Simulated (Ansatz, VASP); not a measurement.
**One calculation of NaI, two programs**

File INCAR:

```
SYSTEM = NaI
PREC = Accurate
ENCUT = 520
EDIFF = 1E-6
ISMEAR = 0
SIGMA = 0.05
LREAL = .FALSE.
LASPH = .TRUE.
NELM = 80
ALGO = Normal
ISIF = 2
LWAVE = .FALSE.
LCHARG = .FALSE.
GGA = PE
NBANDS = 14
```

The input KPOINTS:

```
regular mesh
0
G
  8 8 8
  0 0 0
```

The input POSCAR:

```
NaI
1.0
   -1.0232470658      2.8139294310      2.8139294310
    2.8139294310     -1.0232470658      2.8139294310
    2.8139294310      2.8139294310     -1.0232470658
Na I
1 1
Direct
    0.0000000000      0.0000000000      0.0000000000
    0.5000000000      0.5000000000      0.5000000000
```

Input for Ansatz:

```yaml
crystal:
  lattice:
    - [-1.0232470658, 2.813929431, 2.813929431]
    - [2.813929431, -1.0232470658, 2.813929431]
    - [2.813929431, 2.813929431, -1.0232470658]
  atoms:
    - { symbol: Na, position: [0.0, 0.0, 0.0] }
    - { symbol: I, position: [0.5, 0.5, 0.5] }
basis:
  ecutwfc: 420
kpoints:
  mp_grid: { grid: [8, 8, 8] }
hamiltonian:
  xc: pbe
scf:
  occupations: { method: gaussian, width: 0.05 }
output:
  forces: true
  stress: true
  eigenvalues: true
```

Alike in both runs: task single point; functional PBE; k mesh 8 × 8 × 8; occupations gaussian, width 0.05 eV; no spin polarisation.

|  | VASP | Ansatz |
| --- | --- | --- |
| version | VASP 6.6.1 | Ansatz 0.2.0 |
| potentials or method | VASP PAW PBE potentials, release 64 (Na_pv, I), cutoff 520 eV | scalar-relativistic, plane waves, PAW |
| valence electrons in the cell | 14 | 26 |

VASP gave:

- gap on the k mesh at the Fermi level (eV): 2.52
- least direct gap on the mesh (eV): 2.64
- pressure (GPa): 0.0
- traceless stress, the component that is largest in VASP (GPa): 0.57

Task: Which values does Ansatz return?

Result: gap on the k mesh at the Fermi level (eV): 2.53; least direct gap on the mesh (eV): 2.64; pressure (GPa): 0.0; traceless stress, the component that is largest in VASP (GPa): 0.57.

With one functional, cell and mesh, what is left measures potentials, basis and numerics. VASP's potentials hold 14 valence electrons a cell and Ansatz's 26, so a difference there can come from the potentials and not from the codes.

Neither program's run includes spin-orbit coupling.
